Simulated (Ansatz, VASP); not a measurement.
# Two plane-wave programs on Ge

The input INCAR:

```
SYSTEM = Ge
ALGO     = Normal         ! electronic algorithm
EDIFF    = 1E-6           ! SCF threshold, eV
ENCUT    = 520            ! plane-wave cutoff, eV
ISIF     = 2              ! what is computed and relaxed
ISMEAR   = -1             ! smearing method
LASPH    = .TRUE.         ! aspherical terms in the spheres
LCHARG   = .TRUE.         ! write CHGCAR
LELF     = .TRUE.         ! ELF
LREAL    = .FALSE.        ! projectors in reciprocal space
LVHAR    = .TRUE.       
LWAVE    = .FALSE.        ! write WAVECAR
NBANDS   = 21             ! bands
NELM     = 100            ! most SCF steps
PREC     = Accurate       ! precision mode
SIGMA    = 0.05           ! smearing width, eV
```

File KPOINTS:

```
k-points
0
G
  2 2 2
  0 0 0
```

The input POSCAR:

```
Ge
1.0
    0.0000000000      2.8147752533      2.8147752533
    2.8147752533      0.0000000000      2.8147752533
    2.8147752533      2.8147752533      0.0000000000
Ge
2
Direct
    0.5000000000      0.5000000000      0.5000000000
    0.7500000000      0.7500000000      0.7500000000
```

Input for Ansatz:

```yaml
crystal:
  lattice:
    - [0.0, 2.8147752533, 2.8147752533]
    - [2.8147752533, 0.0, 2.8147752533]
    - [2.8147752533, 2.8147752533, 0.0]
  atoms:
    - { symbol: Ge, position: [0.5, 0.5, 0.5] }
    - { symbol: Ge, position: [0.75, 0.75, 0.75] }
hamiltonian:
  xc: lda
  pseudopotentials:
    kind: paw
    azcp:
      Ge: "pseudopotentials/Ge.paw.azcp"
basis:
  ecutwfc: 420
  fft_grid_basis: typed
kpoints:
  mp_grid: { grid: [2, 2, 2], shift: [0, 0, 0] }
magnetization:
  spin_polarized: false
scf:
  occupations: { method: fermi_dirac, width: 0.05 }
  lower_state_search: "off"
output:
  stress: true
```

Alike in both runs: task single point; functional LDA; k mesh 2 × 2 × 2; occupations fermi-dirac, width 0.05 eV; no spin polarisation.

```csv
,VASP,Ansatz
version,VASP 6.6.1,Ansatz 0.2.0
potentials or method,"VASP PAW LDA potentials, release 64 (Ge_d), cutoff 520 eV","plane waves (420 eV) with PAW, scalar-relativistic"
valence electrons in the cell,28,28
```

```tsv
	VASP	Ansatz	Ansatz less VASP
pressure (GPa)	11.4	12.6	+1.19
```

Ansatz warns that its potentials were made for another functional, while VASP's fit it. LDA's correlation is that of Perdew and Zunger in VASP and of Perdew and Wang (1992) in Ansatz.

The k mesh is coarse, so the values compare programs but aren't converged.
